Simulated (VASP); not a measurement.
Input of a VASP 6.6.1 run:

Contents of INCAR:

```
PREC     = Accurate       # precision mode
ENCUT    = 600            # plane-wave cutoff, eV
EDIFF    = 1E-7           # SCF threshold, eV
ISMEAR   = 0              # smearing method
SIGMA    = 0.1            # smearing width, eV
LREAL    = F              # projectors in reciprocal space
LASPH    = T              # aspherical terms in the spheres
NELM     = 60             # most SCF steps
ALGO     = Normal         # electronic algorithm
ISIF     = 3              # what is computed and relaxed
LWAVE    = F              # write WAVECAR
LCHARG   = F              # write CHGCAR
GGA      = PE             # functional
IBRION   = 2              # ionic algorithm
NSW      = 80             # ionic steps
EDIFFG   = -0.01          # ionic threshold
```

KPOINTS

```
Automatic mesh
0
Gamma
  18 18 18
```

The input POSCAR:

```
Ir
1.0
    0.0000000000      1.9384136824      1.9384136824
    1.9384136824      0.0000000000      1.9384136824
    1.9384136824      1.9384136824      0.0000000000
Ir
1
Direct
    0.0000000000      0.0000000000      0.0000000000
```

Potentials or basis: VASP PAW PBE potentials, release 64 (Ir).

Launch:

```bash
$ cat potpaw_PBE.64/Ir/POTCAR > POTCAR
$ mpirun -np 1 vasp_std > vasp.out
```

Predict the relaxed cell.

a = 2.738 Å, b = 2.738 Å, c = 2.738 Å, α = 60.00°, β = 60.00°, γ = 60.00°.

Estimate the space group after relaxing (to 0.05 Å).

Fm-3m (No. 225).

Estimate the relaxed volume.

14.52 Å³/atom.

The path:
| step | energy change (eV) | largest force (eV/Å) | pressure (GPa) | volume (Å³) |
| --- | --- | --- | --- | --- |
| 1 | 0.0000 | 0.0000 | -1.09 | 14.57 |
| 2 | 0.0018 | 0.0000 | 4.04 | 14.36 |
| 3 | -0.0002 | 0.0000 | 0.01 | 14.52 |
